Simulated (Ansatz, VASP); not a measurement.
**Two plane-wave programs on InReSi**

```
Re In Si
1.0
     3.38710    0.00000    0.00000
     0.00000    3.38710    0.00000
     0.00000    0.00000    8.54038
Re In Si
2 2 2
Direct
  0.75000 0.75000 0.73063
  0.25000 0.25000 0.26937
  0.25000 0.25000 0.91460
  0.75000 0.75000 0.08540
  0.75000 0.75000 0.41520
  0.25000 0.25000 0.58480
```

Alike in both runs: task single point; functional PBE; k mesh 10 × 10 × 4; no spin polarisation.

|  | VASP | Ansatz |
| --- | --- | --- |
| version | VASP 6.6.1 | Ansatz 0.2.0 |
| potentials or method | VASP PAW PBE potentials, release 64 (Re, In_d, Si), cutoff 520 eV | PAW plane waves |
| occupations | fermi-dirac, width 0.1 eV | fermi-dirac |
| valence electrons in the cell | 48 | 64 |

|  | VASP | Ansatz | Ansatz less VASP |
| --- | --- | --- | --- |
| pressure (GPa) | -4.4 | -4.3 | +0.09 |
| traceless stress, the component that is largest in VASP (GPa) | 0.03 | 0.07 | +0.048 |
| rms of the force components (eV/Å) | 0.946 | 0.945 | -0.0011 |

Atom by atom the forces differ by 0.005 eV/Å (rms over components). VASP's potentials hold 48 valence electrons a cell and Ansatz's 64, so a difference there can come from the potentials and not from the codes.

Neither program's run includes spin-orbit coupling.
